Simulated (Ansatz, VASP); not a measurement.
**Two plane-wave programs on C**

INCAR

```
SYSTEM = C
  PREC = Accurate
  ENCUT = 520
  EDIFF = 1E-7
  ISMEAR = 0
  SIGMA = 0.05
  LREAL = .False.
  LASPH = .True.
  NELM = 60
  ALGO = Normal
  ISIF = 2
  LWAVE = .False.
  LCHARG = .False.
  GGA = CA
  NBANDS = 11
```

File KPOINTS:

```
Automatic mesh
0
Gamma
  12 12 12
  0 0 0
```

Contents of POSCAR:

```
C
1.0
    0.0000000000      2.0769870879      1.6730671760
    1.5472560559      0.0000000000      1.6730671760
    1.5472560559      2.0769870879      0.0000000000
C
2
Direct
    0.5000000000      0.5000000000      0.5000000000
    0.7500000000      0.7500000000      0.7500000000
```

Input for Ansatz:

```yaml
crystal:
  lattice:
    - [0.0, 2.0769870879, 1.673067176]
    - [1.5472560559, 0.0, 1.673067176]
    - [1.5472560559, 2.0769870879, 0.0]
  atoms:
    - { symbol: C, position: [0.5, 0.5, 0.5] }
    - { symbol: C, position: [0.75, 0.75, 0.75] }
basis:
  ecutwfc: 520.0
kpoints:
  mp_grid: { grid: [12, 12, 12] }
hamiltonian:
  xc: lda
  pseudopotentials: { kind: paw, azcp: { folder: soft_1 } }
scf:
  occupations: { method: gaussian, width: 0.05 }
output:
  forces: true
  stress: true
  eigenvalues: true
```

Change from the starting cell: strain +e along x and -e along y -0.1500, strain +e along z and -e/2 along x and y -0.0525.

Alike in both runs: task single point; functional LDA; k mesh 12 × 12 × 12; occupations gaussian, width 0.05 eV; no spin polarisation.

|  | VASP | Ansatz |
| --- | --- | --- |
| version | VASP 6.6.1 | Ansatz 0.2.0 |
| potentials or method | VASP PAW LDA potentials, release 64 (C), cutoff 520 eV | scalar-relativistic, plane waves, PAW |
| valence electrons in the cell | 8 | 8 |

|  | VASP | Ansatz | Ansatz less VASP |
| --- | --- | --- | --- |
| gap on the k mesh at the Fermi level (eV) | none | none | - |
| pressure (GPa) | 15.3 | 13.7 | -1.65 |
| traceless stress, the component that is largest in VASP (GPa) | -200.87 | -201.15 | -0.273 |

Ansatz warns that its potentials were made for another functional, while VASP's fit it. LDA's correlation is that of Perdew and Zunger in VASP and of Perdew and Wang (1992) in Ansatz. A gap of «none» marks a metal or a gap that the smearing closes.
